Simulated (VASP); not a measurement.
N, 4 atoms in the cell. It takes space group Cmce (No. 64, orthorhombic). Conventional cell: a = 6.172 Å, b = 4.444 Å, c = 7.026 Å, α = 90.00°, β = 90.00°, γ = 90.00°. Within 1.5 Å of N (site symmetry m) lie 1 N at 1.09 Å. 

| Item | Value |
| --- | --- |
| Program | VASP 6.6.1 |
| Task | single point |
| Functional | r2SCAN |
| Potentials or basis | VASP PAW PBE potentials, release 64 (N) |
| Cutoff | 520 eV |
| k mesh | 8 × 8 × 4 |
| Occupations | gaussian, width 0.02 eV |
| Spin | no spin polarisation |
| Dipole correction | no |
| Further INCAR settings | ALGO = Normal; EDIFF = 1e-07; NBANDS = 18 |

Potentials or basis: VASP PAW PBE potentials, release 64 (N).

The run is started by

```bash
$ cat potpaw_PBE.64/N/POTCAR > POTCAR
$ cp INCAR.step1 INCAR
$ mpirun -np 1 vasp_std > vasp.out
$ cp INCAR.step2 INCAR
$ mpirun -np 1 vasp_std > vasp.out
```

Hardware: 1 thread of Intel(R) Xeon(R) 6975P-C (Granite Rapids), with other jobs on the host.

How long does it take, and how much memory?

It took 2.5 min on 1 thread of Intel(R) Xeon(R) 6975P-C (Granite Rapids) (shared host), peak memory 0.23 GiB. Counts: k points 63.
